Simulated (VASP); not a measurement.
# GeAs3P (P1) in VASP: single point with PBEsol

Aim: the single point of GeAs3P with PBEsol.

All numbers are computed with VASP 6.6.1; they aren't measurements. Logs are shortened: lines on timing, memory, paths and dates and some standing lists are left out, and cuts for length are marked.

## 1. The cell of the first run

The typed cell holds 10 atoms: a = 6.059 Å, b = 5.607 Å, c = 12.540 Å, α = 126.98°, β = 129.92°, γ = 84.08°.

## 2. Single point, PBEsol

INCAR

```
ALGO = Normal
EDIFF = 1E-6
ENCUT = 520
GGA = PS
ISIF = 2
ISMEAR = -1
LASPH = T
LCHARG = T
LELF = T
LREAL = F
LVHAR = T
LWAVE = F
NBANDS = 45
NELM = 100
PREC = Accurate
SIGMA = 0.05
```

KPOINTS

```
k-points
0
Gamma
  4 4 4
```

POSCAR

```
GeAs3P
1.0
   -3.2927768285      2.4741868268      4.4441293074
    2.2741610200     -3.0091126001      4.1487578542
    6.0334188398      5.4601597651     -9.5418068568
Ge As P
2 6 2
Direct
   -0.1744321444     -0.2919816618     -0.1806568035
    0.0025392038      0.1325562021      0.5002302221
    0.5867558658      0.6553240858      0.0112784069
    0.2971671450      0.3603336596      0.0147062824
    0.8326271074      0.2591437976      0.3016532461
    0.6938187359      0.7814381483      0.5111005676
    0.3878207598      0.3737737884      0.4547207867
    0.7059487952      0.2001050006      0.7597055495
    0.4302974623      0.8661750852      0.3024872515
    0.1838828180      0.6798177080      0.7882891269
```

Potentials or basis: VASP PAW PBE potentials, release 64 (Ge_d, As, P).

On the command line:

```bash
$ cat potpaw_PBE.64/Ge_d/POTCAR potpaw_PBE.64/As/POTCAR potpaw_PBE.64/P/POTCAR > POTCAR
$ mpirun -np 1 vasp_std > vasp.out
```

OUTCAR:

```text
EDIFF = 1E-6
   ENCUT = 520
   GGA = PS
   ISIF = 2
   ISMEAR = -1
   LASPH = T
   LREAL = F
   NELM = 100
   PREC = Accurate

 ion  position               nearest neighbor table
   1  0.826  0.708  0.819-  10 2.41   8 2.52   7 2.57
   2  0.003  0.133  0.500-  10 2.44   9 2.45   5 2.54
   3  0.587  0.655  0.011-  10 2.33   5 2.49   4 2.57
   4  0.297  0.360  0.015-   9 2.48   8 2.52   3 2.57  10 2.85
   5  0.833  0.259  0.302-   7 2.47   3 2.49   2 2.54
   6  0.694  0.781  0.511-   9 2.37   8 2.48   7 2.53
   7  0.388  0.374  0.455-   9 2.40   5 2.47   6 2.53   1 2.57
   8  0.706  0.200  0.760-   6 2.48   1 2.52   4 2.52
   9  0.430  0.866  0.302-   6 2.37   7 2.40   2 2.45   4 2.48
  10  0.184  0.680  0.788-   3 2.33   1 2.41   2 2.44   4 2.85

  LATTYP: Found a triclinic cell.
 ALAT       =    15.2988536401
 B/A-ratio  =     0.3960577622
 C/A-ratio  =     0.7915565155
 COS(alpha) =     0.0209247618
 COS(beta)  =     0.5084322298
 COS(gamma) =     0.8464805171

  Lattice vectors:

 A1 = ( -13.8745177083,   3.0322522619,   5.6884204558)
 A2 = (  -3.2927768285,   2.4741868268,   4.4441293074)
 A3 = (  -9.5631250713,   1.0929912084,  -7.3485960132)

Analysis of symmetry for initial positions (statically):
=====================================================================
 Subroutine PRICEL returns:
 Original cell was already a primitive cell.

 Routine SETGRP: Setting up the symmetry group for a
 triclinic supercell.

 Subroutine GETGRP returns: Found  1 space group operations
 (whereof  1 operations were pure point group operations)
 out of a pool of  2 trial point group operations.

The static configuration has the point symmetry C_1 .

Analysis of symmetry for dynamics (positions and initial velocities):
=====================================================================
 Subroutine PRICEL returns:
 Original cell was already a primitive cell.

 Routine SETGRP: Setting up the symmetry group for a
 triclinic supercell.

 Subroutine GETGRP returns: Found  1 space group operations
 (whereof  1 operations were pure point group operations)
 out of a pool of  2 trial point group operations.

The dynamic configuration has the point symmetry C_1 .

 Subroutine INISYM returns: Found  1 space group operations
 (whereof  1 operations are pure point group operations),
 and found     1 'primitive' translations

----------------------------------------------------------------------------------------

                                     Primitive cell

  volume of cell :     231.5364

  direct lattice vectors                    reciprocal lattice vectors
    -3.292776829  2.474186827  4.444129307     0.026170789  0.201829163  0.132041953
     2.274161020 -3.009112600  4.148757854     0.206766054  0.019892107  0.142124055
     6.033418840  5.460159765 -9.541806857     0.102090587  0.102651673  0.018492284

  length of vectors
     6.059229736  5.607027619 12.540397348     0.242600492  0.251688585  0.145951425

  position of ions in fractional coordinates (direct lattice)
     0.825567856  0.708018338  0.819343196
     0.002539204  0.132556202  0.500230222
     0.586755866  0.655324086  0.011278407
     0.297167145  0.360333660  0.014706282
     0.832627107  0.259143798  0.301653246
     0.693818736  0.781438148  0.511100568
     0.387820760  0.373773788  0.454720787
     0.705948795  0.200105001  0.759705549
     0.430297462  0.866175085  0.302487251
     0.183882818  0.679817708  0.788289127

  ion indices of the primitive-cell ions
   primitive index   ion index
                 1           1
                 2           2
                 3           3
                 4           4
                 5           5
                 6           6
                 7           7
                 8           8
                 9           9
                10          10

----------------------------------------------------------------------------------------

 KPOINTS: k-points

Automatic generation of k-mesh.
 Grid dimensions read from file:
 generate k-points for:    4    4    4

 Generating k-lattice:

  Cartesian coordinates                     Fractional coordinates (reciprocal lattice)
     0.006542697  0.050457291  0.033010488     0.250000000 -0.000000000  0.000000000
     0.051691513  0.004973027  0.035531014     0.000000000  0.250000000 -0.000000000
     0.025522647  0.025662918  0.004623071     0.000000000 -0.000000000  0.250000000

  Length of vectors
     0.060650123  0.062922146  0.036487856

  Shift w.r.t. Gamma in fractional coordinates (k-lattice)
     0.000000000  0.000000000  0.000000000

 Subroutine IBZKPT returns following result:
 ===========================================

 Found     36 irreducible k-points:

 Following reciprocal coordinates:
            Coordinates               Weight
  0.000000  0.000000  0.000000      1.000000
  0.250000  0.000000  0.000000      2.000000
  0.500000  0.000000  0.000000      1.000000
 -0.000000  0.250000  0.000000      2.000000
  0.250000  0.250000  0.000000      2.000000
  0.500000  0.250000  0.000000      2.000000
[... 16 lines left out ...]
  0.000000 -0.250000  0.250000      2.000000
  0.250000 -0.250000  0.250000      2.000000
 [... further k-points ...]
   k-points           NKPTS =     36   k-points in BZ     NKDIM =     36   number of bands    NBANDS=     45
   number of dos      NEDOS =    301   number of ions     NIONS =     10
   total plane-waves  NPLWV = 193536
   dimension x,y,z NGX =    48 NGY =   42 NGZ =   96
   dimension x,y,z NGXF=    96 NGYF=   84 NGZF=  192
   ions per type =               2   6   2
   NGX,Y,Z   is equivalent  to a cutoff of  13.17, 12.45, 12.73 a.u.
   NGXF,Y,Z  is equivalent  to a cutoff of  26.34, 24.91, 25.45 a.u.
 SYSTEM =  unknown system
   PREC   = accura    normal or accurate (medium, high low for compatibility)
   ISTART =      0    job   : 0-new  1-cont  2-samecut
   ICHARG =      2    charge: 1-file 2-atom 10-const
   ISPIN  =      1    spin polarized calculation?
   LNONCOLLINEAR =      F non collinear calculations
   LSORBIT =      F    spin-orbit coupling
   LASPH  =      T    aspherical Exc in radial PAW
   ENCUT  =  520.0 eV  38.22 Ry    6.18 a.u.  11.27 10.43 23.32*2*pi/ulx,y,z
   NELM   =    100;   NELMIN=  2; NELMDL= -5     # of ELM steps
   EDIFF  = 0.1E-05   stopping-criterion for ELM
   LREAL  =      F    real-space projection
   EDIFFG = 0.1E-04   stopping-criterion for IOM
   NSW    =      0    number of steps for IOM
   IBRION =     -1    ionic relax: 0-MD 1-quasi-New 2-CG
   NFREE  =      0    steps in history (QN), initial steepest desc. (CG)
   ISIF   =      2    stress and relaxation
   ISYM   =      2    0-nonsym 1-usesym 2-fastsym
   POTIM  = 0.5000    time-step for ionic-motion
   TEBEG  =    0.0;   TEEND  =   0.0 temperature during run
   PSTRESS=    0.0 pullay stress
   NELECT =      68.0000    total number of electrons
   NUPDOWN=      -1.0000    fix difference up-down
   EMIN   =  10.00;   EMAX   =-10.00  energy-range for DOS
   EFERMI =   0.00;   METHOD = LEGACY
   ISMEAR =    -1;   SIGMA  =   0.05  broadening in eV -4-tet -1-fermi 0-gaus
   EFERMI_NEDOS =   21; number of points for ismear=-14 and -15
   IALGO  =     38    algorithm
   IMIX   =      4    mixing-type and parameters
     AMIX     =   0.40;   BMIX     =  1.00
     AMIX_MAG =   1.60;   BMIX_MAG =  1.00
  volume/ion in A,a.u.               =      23.15       156.25
  Fermi-wavevector in a.u.,A,eV,Ry     =   1.088190  2.056381 16.111439  1.184157
  Thomas-Fermi vector in A             =   2.224366
   LORBIT       =      0    0 simple, 1 ext, 2 COOP (PROOUT), +10 PAW based schemes
   GGA     = PS    functional components
   LHFCALC =     F    Hartree Fock is set to
   AEXX    =    0.0000 exact exchange contribution
   IVDW    =     0    specifies the selected vdW correction
   LEPSILON=     F    determine dielectric tensor
   LRPA    =     F    only Hartree local field effects (RPA)
 non-spin polarized calculation
  energy-cutoff  :      520.00
  volume of cell :      231.54
 maximum number of plane-waves:      6249
 NGX is ok and might be reduce to    48
   NGX = 23   NGY = 21   NGZ = 47

 number of electron      68.0000002 magnetization

 Free energy of the ion-electron system (eV)
  ---------------------------------------------------
  ext. energy  EPLUGINS =         0.00000000
  ---------------------------------------------------
  free energy    TOTEN  =       -50.14967657 eV

  energy without entropy =      -50.14572980  energy(sigma->0) =      -50.14770319

 E-fermi :   4.4495     XC(G=0):  -9.5997

 val. band max:        4.3533193236   @ k =  -0.0000   0.5000   0.5000
 cond. band min:       4.5804959515   @ k =   0.2500   0.5000   0.2500
 fundamental gap:      0.2271766278
 Fermi energy:         4.4494905009

 k-point     1 :       0.0000    0.0000    0.0000
  band No.  band energies     occupation
      1     -19.9732      2.00000
      2     -19.9606      2.00000
      3     -19.9512      2.00000
      4     -19.9449      2.00000
      5     -19.9277      2.00000
      6     -19.9207      2.00000
[... 37 lines left out ...]
     44       8.1328      0.00000
     45       8.5541      0.00000

 k-point     2 :       0.2500    0.0000    0.0000
  band No.  band energies     occupation
      1     -19.9732      2.00000
      2     -19.9608      2.00000
      3     -19.9509      2.00000
      4     -19.9449      2.00000
      5     -19.9277      2.00000
      6     -19.9208      2.00000
[... 37 lines left out ...]
     44       8.2778      0.00000
     45       8.5538      0.00000

 k-point     3 :       0.5000    0.0000    0.0000
  band No.  band energies     occupation
      1     -19.9731      2.00000
      2     -19.9608      2.00000
      3     -19.9506      2.00000
      4     -19.9450      2.00000
      5     -19.9276      2.00000
      6     -19.9210      2.00000
[... 37 lines left out ...]
     44       7.9140      0.00000
     45       8.5770      0.00000

 k-point     4 :      -0.0000    0.2500    0.0000
  band No.  band energies     occupation
      1     -19.9732      2.00000
      2     -19.9605      2.00000
      3     -19.9512      2.00000
      4     -19.9449      2.00000
      5     -19.9277      2.00000
      6     -19.9206      2.00000
[... 901 lines left out ...]
     44       7.9003      0.00000
     45       8.0864      0.00000

 k-point    23 :       0.0000   -0.2500    0.2500
  band No.  band energies     occupation
      1     -19.9732      2.00000
      2     -19.9605      2.00000
      3     -19.9512      2.00000
      4     -19.9449      2.00000
      5     -19.9277      2.00000
      6     -19.9206      2.00000
[... 37 lines left out ...]
     44       8.3053      0.00000
     45       8.5352      0.00000

 k-point    24 :       0.2500   -0.2500    0.2500
  band No.  band energies     occupation
      1     -19.9731      2.00000
      2     -19.9607      2.00000
      3     -19.9509      2.00000
      4     -19.9449      2.00000
      5     -19.9277      2.00000
      6     -19.9208      2.00000
[... 37 lines left out ...]
     44       8.3240      0.00000
     45       8.4378      0.00000

 [... further k-points ...]
[... 5 lines left out ...]
  --------------------------------------------------------------------------------------
  -------------------------------------------------------------------------------------
  Total        0.3617120      0.3480584      0.3221184     -0.0215662     -0.0038730      0.0022742
  in kB        2.5029616      2.4084819      2.2289835     -0.1492332     -0.0267999      0.0157371
  external PRESSURE =       2.3801423 kB  Pullay stress =       0.0000000 kB

 VOLUME and BASIS-vectors are now :
 -----------------------------------------------------------------------------
  energy-cutoff  :      520.00
  volume of cell :      231.54
      direct lattice vectors                 reciprocal lattice vectors
    -3.292776829  2.474186827  4.444129307     0.026170789  0.201829163  0.132041953
     2.274161020 -3.009112600  4.148757854     0.206766054  0.019892107  0.142124055
     6.033418840  5.460159765 -9.541806857     0.102090587  0.102651673  0.018492284

 POSITION                                       TOTAL-FORCE (eV/Angst)
 -----------------------------------------------------------------------------------
      3.83518      4.38585     -1.21169         0.014641      0.004441      0.010235
      3.31119      2.33874     -4.21187        -0.001561      0.016723     -0.014835
     -0.37370     -0.45862      5.21878        -0.047658      0.030066      0.010557
     -0.07032     -0.26874      2.67526        -0.012248      0.034644     -0.012880
     -0.33232      2.92736      1.89711         0.056933     -0.042479      0.000746
      2.57621      2.15589      1.44859        -0.045188      0.026594      0.028906
      2.31654      2.31766     -1.06464        -0.000077      0.011449      0.002851
      2.71416      5.29262     -3.28145         0.041650     -0.029280     -0.037799
      2.37798      0.10985      2.61957        -0.004449     -0.017965      0.003813
      5.69661      2.71350     -3.88410        -0.002042     -0.034195      0.008405
 -----------------------------------------------------------------------------------
    total drift:                                0.000799     -0.000376      0.000436

  FREE ENERGIE OF THE ION-ELECTRON SYSTEM (eV)
  ---------------------------------------------------
  free  energy   TOTEN  =       -50.1496765699 eV

  energy  without entropy=      -50.1457298041  energy(sigma->0) =      -50.14770319
```

Wall time 7.1 min (1 thread of Intel Xeon Platinum 8488C (Sapphire Rapids), shared host); peak memory 0.64 GiB.

Results:

| Property | Result |
| --- | --- |
| Free energy | -50.1497 eV |
| Pressure | 0.2 GPa |
| Largest force | 0.071 eV/Å |
| Band gap on the k mesh | 0.23 eV (least direct gap 0.27 eV) |

Forces in eV/Å, atoms in the order of the input:
```
Ge   0.015  0.004  0.010
Ge  -0.002  0.017 -0.015
As  -0.048  0.030  0.011
As  -0.012  0.035 -0.013
As   0.057 -0.042  0.001
As  -0.045  0.027  0.029
As   0.000  0.011  0.003
As   0.042 -0.029 -0.038
P   -0.004 -0.018  0.004
P   -0.002 -0.034  0.008
```

Levels at points of the mesh, in eV from the valence-band top:
```csv
k point,band 30,band 31,band 32,band 33,band 34,band 35,band 36,band 37,band 38,band 39
"(0.00, 0.00, 0.00)",-2.41,-1.93,-1.80,-0.91,-0.22,0.66,1.28,1.44,1.59,2.04
"(0.50, 0.00, 0.00)",-1.87,-1.66,-0.94,-0.65,-0.41,0.45,0.96,1.18,1.65,1.70
"(0.00, 0.50, 0.00)",-1.96,-0.86,-0.65,-0.41,-0.11,0.52,0.94,1.43,1.74,1.81
"(0.50, 0.50, 0.00)",-1.50,-1.21,-1.01,-0.70,-0.31,0.25,0.83,1.31,1.50,1.66
"(0.00, 0.00, 0.50)",-2.29,-2.02,-1.82,-1.12,-0.69,0.46,1.05,1.58,1.95,2.26
"(0.50, 0.00, 0.50)",-2.19,-1.68,-1.40,-1.23,-0.51,0.59,0.84,1.62,1.94,2.01
"(0.00, 0.50, 0.50)",-1.91,-1.59,-1.24,-0.92,0.00,0.27,1.19,1.55,2.01,2.04
"(0.50, 0.50, 0.50)",-2.14,-1.97,-1.16,-0.87,-0.35,0.49,0.58,1.15,1.42,1.73
```

Caveat: the PAW data sets were made with another functional, which shifts forces and pressure a little.
